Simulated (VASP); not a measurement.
# AgAuC4N4 (P-43m) in VASP: notebook

AgAuC4N4 is run at these levels: PBE; tasks: relaxation of cell and atoms, single point.

Everything below comes from runs of VASP 6.6.1. Logs are shortened: lines on timing, memory, paths and dates and some standing lists are left out, and cuts for length are marked.

**1. The cell of the first run**

The structure is cubic, space group P-43m (No. 215). The conventional cell has a = 6.013 Å, b = 6.013 Å, c = 6.013 Å, α = 90.00°, β = 90.00°, γ = 90.00°. Within 2.8 Å of Ag (site symmetry -43m) lie 4 N at 2.12 Å. C (site symmetry 3m) has 1 N at 1.17 Å within 1.6 Å. Au (site symmetry -43m) has 4 C at 1.92 Å within 2.5 Å. Within 1.6 Å of N (site symmetry 3m) lie 1 C at 1.17 Å.

**2. Relaxation of cell and atoms, PBE**

Contents of INCAR:

```
PREC = Accurate
ENCUT = 600
EDIFF = 1E-7
ISMEAR = 0
SIGMA = 0.1
LREAL = False
LASPH = True
NELM = 60
ALGO = Fast
ISIF = 3
LWAVE = False
LCHARG = False
GGA = PE
IBRION = 2
NSW = 90
EDIFFG = -0.04
```

Contents of KPOINTS:

```
Automatic mesh
0
Gamma
  4 4 4
```

Contents of POSCAR:

```
AgAuC4N4
1.0
    6.0125257000      0.0000000000      0.0000000000
    0.0000000000      6.0125257000      0.0000000000
    0.0000000000      0.0000000000      6.0125257000
Ag C Au N
1 4 1 4
Direct
    0.5000000000      0.5000000000      0.5000000000
    0.1840791200      0.1840791200      0.1840791200
    0.1840791200      0.8159208800      0.8159208800
    0.8159208800      0.1840791200      0.8159208800
    0.8159208800      0.8159208800      0.1840791200
    0.0000000000      0.0000000000      0.0000000000
    0.2964278900      0.2964278900      0.2964278900
    0.2964278900      0.7035721100      0.7035721100
    0.7035721100      0.2964278900      0.7035721100
    0.7035721100      0.7035721100      0.2964278900
```

Potentials or basis: VASP PAW PBE potentials, release 64 (Ag, C, Au, N).

On the command line:

```console
> cat potpaw_PBE.64/Ag/POTCAR potpaw_PBE.64/C/POTCAR potpaw_PBE.64/Au/POTCAR potpaw_PBE.64/N/POTCAR > POTCAR
> mpirun -np 1 vasp_std > vasp.out
```

OUTCAR:

```text
PREC = Accurate
   ENCUT = 600
   EDIFF = 1E-7
   ISMEAR = 0
   LREAL = False
   LASPH = True
   NELM = 60
   ISIF = 3
   GGA = PE
   IBRION = 2
   NSW = 90
   EDIFFG = -0.04

 ion  position               nearest neighbor table
   1  0.500  0.500  0.500-   7 2.12   8 2.12   9 2.12  10 2.12
   2  0.184  0.184  0.184-   7 1.17   6 1.92
   3  0.184  0.816  0.816-   8 1.17   6 1.92
   4  0.816  0.184  0.816-   9 1.17   6 1.92
   5  0.816  0.816  0.184-  10 1.17   6 1.92
   6  0.000  0.000  0.000-   2 1.92   3 1.92   4 1.92   5 1.92
   7  0.296  0.296  0.296-   2 1.17   1 2.12
   8  0.296  0.704  0.704-   3 1.17   1 2.12
   9  0.704  0.296  0.704-   4 1.17   1 2.12
  10  0.704  0.704  0.296-   5 1.17   1 2.12

  LATTYP: Found a simple cubic cell.
 ALAT       =     6.0125257000

  Lattice vectors:

 A1 = (   6.0125257000,   0.0000000000,   0.0000000000)
 A2 = (   0.0000000000,   6.0125257000,   0.0000000000)
 A3 = (   0.0000000000,   0.0000000000,   6.0125257000)

Analysis of symmetry for initial positions (statically):
=====================================================================
 Subroutine PRICEL returns:
 Original cell was already a primitive cell.

 Routine SETGRP: Setting up the symmetry group for a
 simple cubic supercell.

 Subroutine GETGRP returns: Found 24 space group operations
 (whereof 24 operations were pure point group operations)
 out of a pool of 48 trial point group operations.

The static configuration has the point symmetry T_d .

Analysis of symmetry for dynamics (positions and initial velocities):
=====================================================================
 Subroutine PRICEL returns:
 Original cell was already a primitive cell.

 Routine SETGRP: Setting up the symmetry group for a
 simple cubic supercell.

 Subroutine GETGRP returns: Found 24 space group operations
 (whereof 24 operations were pure point group operations)
 out of a pool of 48 trial point group operations.

The dynamic configuration has the point symmetry T_d .

 Subroutine INISYM returns: Found 24 space group operations
 (whereof 24 operations are pure point group operations),
 and found     1 'primitive' translations

----------------------------------------------------------------------------------------

                                     Primitive cell

  volume of cell :     217.3556

  direct lattice vectors                    reciprocal lattice vectors
     6.012525700  0.000000000  0.000000000     0.166319455  0.000000000  0.000000000
     0.000000000  6.012525700  0.000000000     0.000000000  0.166319455  0.000000000
     0.000000000  0.000000000  6.012525700     0.000000000  0.000000000  0.166319455

  length of vectors
     6.012525700  6.012525700  6.012525700     0.166319455  0.166319455  0.166319455

  position of ions in fractional coordinates (direct lattice)
     0.500000000  0.500000000  0.500000000
     0.184079120  0.184079120  0.184079120
     0.184079120  0.815920880  0.815920880
     0.815920880  0.184079120  0.815920880
     0.815920880  0.815920880  0.184079120
     0.000000000  0.000000000  0.000000000
     0.296427890  0.296427890  0.296427890
     0.296427890  0.703572110  0.703572110
     0.703572110  0.296427890  0.703572110
     0.703572110  0.703572110  0.296427890

  ion indices of the primitive-cell ions
   primitive index   ion index
                 1           1
                 2           2
                 3           3
                 4           4
                 5           5
                 6           6
                 7           7
                 8           8
                 9           9
                10          10

----------------------------------------------------------------------------------------

 KPOINTS: Automatic mesh

Automatic generation of k-mesh.
 Grid dimensions read from file:
 generate k-points for:    4    4    4

 Generating k-lattice:

  Cartesian coordinates                     Fractional coordinates (reciprocal lattice)
     0.041579864  0.000000000  0.000000000     0.250000000  0.000000000  0.000000000
     0.000000000  0.041579864  0.000000000     0.000000000  0.250000000  0.000000000
     0.000000000  0.000000000  0.041579864     0.000000000  0.000000000  0.250000000

  Length of vectors
     0.041579864  0.041579864  0.041579864

  Shift w.r.t. Gamma in fractional coordinates (k-lattice)
     0.000000000  0.000000000  0.000000000

 Subroutine IBZKPT returns following result:
 ===========================================

 Found     10 irreducible k-points:

 Following reciprocal coordinates:
            Coordinates               Weight
  0.000000  0.000000  0.000000      1.000000
  0.250000  0.000000  0.000000      6.000000
  0.500000  0.000000  0.000000      3.000000
  0.250000  0.250000  0.000000     12.000000
  0.500000  0.250000  0.000000     12.000000
  0.500000  0.500000  0.000000      3.000000
  0.250000  0.250000  0.250000      8.000000
  0.500000  0.250000  0.250000     12.000000
  0.500000  0.500000  0.250000      6.000000
  0.500000  0.500000  0.500000      1.000000
   k-points           NKPTS =     10   k-points in BZ     NKDIM =     10   number of bands    NBANDS=     35
   number of dos      NEDOS =    301   number of ions     NIONS =     10
   total plane-waves  NPLWV = 110592
   dimension x,y,z NGX =    48 NGY =   48 NGZ =   48
   dimension x,y,z NGXF=    96 NGYF=   96 NGZF=   96
   ions per type =               1   4   1   4
   NGX,Y,Z   is equivalent  to a cutoff of  13.27, 13.27, 13.27 a.u.
   NGXF,Y,Z  is equivalent  to a cutoff of  26.54, 26.54, 26.54 a.u.
 SYSTEM =  unknown system
   PREC   = accura    normal or accurate (medium, high low for compatibility)
   ISTART =      0    job   : 0-new  1-cont  2-samecut
   ICHARG =      2    charge: 1-file 2-atom 10-const
   ISPIN  =      1    spin polarized calculation?
   LNONCOLLINEAR =      F non collinear calculations
   LSORBIT =      F    spin-orbit coupling
   LASPH  =      T    aspherical Exc in radial PAW
   ENCUT  =  600.0 eV  44.10 Ry    6.64 a.u.  12.01 12.01 12.01*2*pi/ulx,y,z
   NELM   =     60;   NELMIN=  2; NELMDL= -5     # of ELM steps
   EDIFF  = 0.1E-06   stopping-criterion for ELM
   LREAL  =      F    real-space projection
   EDIFFG = -.4E-01   stopping-criterion for IOM
   NSW    =     90    number of steps for IOM
   IBRION =      2    ionic relax: 0-MD 1-quasi-New 2-CG
   NFREE  =      1    steps in history (QN), initial steepest desc. (CG)
   ISIF   =      3    stress and relaxation
   ISYM   =      2    0-nonsym 1-usesym 2-fastsym
   POTIM  = 0.5000    time-step for ionic-motion
   TEBEG  =    0.0;   TEEND  =   0.0 temperature during run
   PSTRESS=    0.0 pullay stress
   NELECT =      58.0000    total number of electrons
   NUPDOWN=      -1.0000    fix difference up-down
   EMIN   =  10.00;   EMAX   =-10.00  energy-range for DOS
   EFERMI =   0.00;   METHOD = LEGACY
   ISMEAR =     0;   SIGMA  =   0.10  broadening in eV -4-tet -1-fermi 0-gaus
   EFERMI_NEDOS =   21; number of points for ismear=-14 and -15
   IALGO  =     68    algorithm
   IMIX   =      4    mixing-type and parameters
     AMIX     =   0.40;   BMIX     =  1.00
     AMIX_MAG =   1.60;   BMIX_MAG =  1.00
  volume/ion in A,a.u.               =      21.74       146.68
  Fermi-wavevector in a.u.,A,eV,Ry     =   1.053967  1.991710 15.113997  1.110847
  Thomas-Fermi vector in A             =   2.189110
   LORBIT       =      0    0 simple, 1 ext, 2 COOP (PROOUT), +10 PAW based schemes
   GGA     = PE    functional components
   LHFCALC =     F    Hartree Fock is set to
   AEXX    =    0.0000 exact exchange contribution
   IVDW    =     0    specifies the selected vdW correction
   LEPSILON=     F    determine dielectric tensor
   LRPA    =     F    only Hartree local field effects (RPA)
 conjugate gradient relaxation of ions
 non-spin polarized calculation
 RMM-DIIS sequential band-by-band and
 Gauss-broadening in eV      SIGMA  =   0.10
  energy-cutoff  :      600.00
  volume of cell :      217.36
 maximum number of plane-waves:      7275
   NGX = 25   NGY = 25   NGZ = 25

--------------------------------------- Ionic step        1  -------------------------------------------

 number of electron      57.9999995 magnetization

 Free energy of the ion-electron system (eV)
  ---------------------------------------------------
  ext. energy  EPLUGINS =         0.00000000
  ---------------------------------------------------
  free energy    TOTEN  =       -66.67998494 eV

  energy without entropy =      -66.64648679  energy(sigma->0) =      -66.66323586

------------------------ aborting loop because EDIFF is reached ----------------------------------------

  FORCE on cell =-STRESS in cart. coord.  units (eV):
  Direction    XX          YY          ZZ          XY          YZ          ZX
  --------------------------------------------------------------------------------------
  -------------------------------------------------------------------------------------
  Total        9.1124723      9.1124723      9.1124723     -0.0000000     -0.0000000     -0.0000000
  in kB       67.1700959     67.1700959     67.1700959     -0.0000000     -0.0000000     -0.0000000
  external PRESSURE =      67.1700959 kB  Pullay stress =       0.0000000 kB

 VOLUME and BASIS-vectors are now :
 -----------------------------------------------------------------------------
  energy-cutoff  :      600.00
  volume of cell :      217.36
      direct lattice vectors                 reciprocal lattice vectors
     6.012525700  0.000000000  0.000000000     0.166319455  0.000000000  0.000000000
     0.000000000  6.012525700  0.000000000     0.000000000  0.166319455  0.000000000
     0.000000000  0.000000000  6.012525700     0.000000000  0.000000000  0.166319455
[... 310 lines left out ...]
 -----------------------------------------------------------------------------------
      3.12418      3.12418      3.12418        -0.000000     -0.000000     -0.000000
      1.19422      1.19422      1.19422         0.027146      0.027146      0.027146
      1.19422      5.05414      5.05414         0.027146     -0.027146     -0.027146
      5.05414      1.19422      5.05414        -0.027146      0.027146     -0.027146
      5.05414      5.05414      1.19422        -0.027146     -0.027146      0.027146
     -0.00000      6.24835     -0.00000        -0.000000     -0.000000     -0.000000
      1.87240      1.87240      1.87240         0.011143      0.011143      0.011143
      1.87240      4.37595      4.37595         0.011143     -0.011143     -0.011143
      4.37595      1.87240      4.37595        -0.011143      0.011143     -0.011143
      4.37595      4.37595      1.87240        -0.011143     -0.011143      0.011143
 -----------------------------------------------------------------------------------
    total drift:                                0.000000      0.000000      0.000000

  FREE ENERGIE OF THE ION-ELECTRON SYSTEM (eV)
  ---------------------------------------------------
  free  energy   TOTEN  =       -67.4403998861 eV

  energy  without entropy=      -67.3843198057  energy(sigma->0) =      -67.41235985

--------------------------------------- Ionic step        9  -------------------------------------------

 number of electron      58.0000010 magnetization

 Free energy of the ion-electron system (eV)
  ---------------------------------------------------
  ext. energy  EPLUGINS =         0.00000000
  ---------------------------------------------------
  free energy    TOTEN  =       -67.44050456 eV

  energy without entropy =      -67.38415989  energy(sigma->0) =      -67.41233222

 E-fermi :  -2.3483     XC(G=0):  -6.7621

 val. band max:       -2.3701378214   @ k =   0.2500   0.2500   0.2500
 cond. band min:      -2.2767491272   @ k =   0.5000   0.2500   0.2500
 fundamental gap:      0.0933886943
 Fermi energy:        -2.3483196237

 k-point     1 :       0.0000    0.0000    0.0000
  band No.  band energies     occupation
      1     -18.8454      2.00000
      2     -18.7823      2.00000
      3     -18.7823      2.00000
      4     -18.7823      2.00000
      5      -9.5929      2.00000
      6      -9.0150      2.00000
[... 391 lines left out ...]
 POSITION                                       TOTAL-FORCE (eV/Angst)
 -----------------------------------------------------------------------------------
      3.12556      3.12556      3.12556         0.000000      0.000000      0.000000
      1.19568      1.19568      1.19568         0.004429      0.004429      0.004429
      1.19568      5.05544      5.05544         0.004429     -0.004429     -0.004429
      5.05544      1.19568      5.05544        -0.004429      0.004429     -0.004429
      5.05544      5.05544      1.19568        -0.004429     -0.004429      0.004429
      0.00000      0.00000      0.00000         0.000000      0.000000      0.000000
      1.87379      1.87379      1.87379         0.016736      0.016736      0.016736
      1.87379      4.37732      4.37732         0.016736     -0.016736     -0.016736
      4.37732      1.87379      4.37732        -0.016736      0.016736     -0.016736
      4.37732      4.37732      1.87379        -0.016736     -0.016736      0.016736
 -----------------------------------------------------------------------------------
    total drift:                                0.000000      0.000000      0.000000

  FREE ENERGIE OF THE ION-ELECTRON SYSTEM (eV)
  ---------------------------------------------------
  free  energy   TOTEN  =       -67.4405045629 eV

  energy  without entropy=      -67.3841598861  energy(sigma->0) =      -67.41233222

 reached required accuracy - stopping structural energy minimisation
```

It took 12 min on 1 thread of Oxide Virtual Turin-like, shared host; peak memory 0.38 GiB.

What came out:

```
Free energy                           : -67.4405 eV
Relaxed volume                        : 24.43 Å³/atom
Relaxed cell                          : a = 6.251 Å, b = 6.251 Å, c = 6.251 Å, α = 90.00°, β = 90.00°, γ = 90.00°
Space group after relaxing (to 0.1 Å) : P-43m (No. 215)
Energy gained by relaxing             : 76.1 meV/atom
Ionic steps                           : 9
Pressure after relaxing               : -0.1 GPa
Largest force after relaxing          : 0.029 eV/Å
Band gap on the k mesh                : zero (bands 29 and 30 overlap by 0.48 eV)
```

Forces on the atoms (eV/Å):
```
Ag   0.000  0.000  0.000
C    0.004  0.004  0.004
C    0.004 -0.004 -0.004
C   -0.004  0.004 -0.004
C   -0.004 -0.004  0.004
Au   0.000  0.000  0.000
N    0.017  0.017  0.017
N    0.017 -0.017 -0.017
N   -0.017  0.017 -0.017
N   -0.017 -0.017  0.017
```

The path:
```
step  energy change (eV)  largest force (eV/Å)  pressure (GPa)  volume (Å³)
   1              0.0000                1.8951            6.72       217.36
   2             -0.6458                2.5963            1.62       247.30
   3             -0.6878                2.0221            2.30       240.39
   4              1.3702                8.0871           -9.72       265.68
   5             -0.7581                0.3598           -0.29       243.86
   6             -0.7595                0.1564           -0.03       243.46
   7             -0.7595                0.1161            0.02       243.38
   8             -0.7604                0.0470           -0.06       243.95
   9             -0.7605                0.0290           -0.10       244.27
```

Final structure:
```
CELL_PARAMETERS angstrom
6.25111 0.00000 0.00000
0.00000 6.25111 0.00000
0.00000 0.00000 6.25111
ATOMIC_POSITIONS crystal
Ag 0.50000 0.50000 0.50000
C 0.19127 0.19127 0.19127
C 0.19127 0.80873 0.80873
C 0.80873 0.19127 0.80873
C 0.80873 0.80873 0.19127
Au 0.00000 0.00000 0.00000
N 0.29975 0.29975 0.29975
N 0.29975 0.70025 0.70025
N 0.70025 0.29975 0.70025
N 0.70025 0.70025 0.29975
```

Caveat: spin-orbit coupling is left out, which moves the levels of the heavy elements.

(Continued in part 2 of 2.)

The gap in the log of VASP goes by the Fermi energy; the results here count the filled bands.